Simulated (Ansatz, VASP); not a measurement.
## Two plane-wave programs on MoS2

```
Mo S
1.0
     3.14143    0.00000    0.00000
    -1.57072    2.55733    0.00000
     0.00000    0.00000   12.57882
Mo S
2 4
Direct
  0.33333 0.66667 0.25000
  0.66667 0.33333 0.75000
  0.33333 0.66667 0.62605
  0.66667 0.33333 0.12605
  0.33333 0.66667 0.87395
  0.66667 0.33333 0.37395
```

Change from the starting cell: strain -0.0600 x Voigt [0, 1, 0, 0, 0, 0], atoms carried along.

Alike in both runs: task single point; functional PBEsol; k mesh 12 × 12 × 2; occupations gaussian, width 0.05 eV; no spin polarisation.

|  | VASP | Ansatz |
| --- | --- | --- |
| version | VASP 6.6.1 | Ansatz 0.2.0 |
| potentials or method | VASP PAW PBE potentials, release 64 (Mo_sv, S), cutoff 520 eV | scalar-relativistic, plane waves, PAW |
| valence electrons in the cell | 52 | 52 |

```tsv
	VASP	Ansatz	Ansatz less VASP
gap on the k mesh at the Fermi level (eV)	1.12	1.11	-0.016
least direct gap on the mesh (eV)	2.06	2.05	-0.006
pressure (GPa)	10.9	10.9	+0.02
traceless stress, the component that is largest in VASP (GPa)	8.78	8.75	-0.031
rms of the force components (eV/Å)	0.420	0.421	+0.0015
```

VASP's potentials were made for PBE, not for PBEsol. Atom by atom the forces differ by 0.002 eV/Å (rms over components).
